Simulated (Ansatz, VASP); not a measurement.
## One calculation of Cu, two programs

```
CELL_PARAMETERS angstrom
0.00000 1.79537 1.79537
1.79537 0.00000 1.79537
1.79537 1.79537 0.00000
ATOMIC_POSITIONS crystal
Cu 0.00000 0.00000 0.00000
```

Alike in both runs: task single point; functional PBE; dispersion D3(BJ); k mesh 13 × 13 × 13; occupations fermi-dirac, width 0.05 eV; no spin polarisation.

```csv
,VASP,Ansatz
version,VASP 6.6.1,Ansatz 0.2.0
potentials or method,"VASP PAW PBE potentials, release 64 (Cu)",Ansatz PAW
plane-wave cutoff (eV),600,420
valence electrons in the cell,11,19
```

|  | VASP | Ansatz | Ansatz less VASP |
| --- | --- | --- | --- |
| gap on the k mesh at the Fermi level (eV) | none | none | - |
| pressure (GPa) | -3.1 | -3.7 | -0.60 |

A gap of «none» marks a metal or a gap that the smearing closes. VASP's potentials hold 11 valence electrons a cell and Ansatz's 19, so a difference there can come from the potentials and not from the codes.
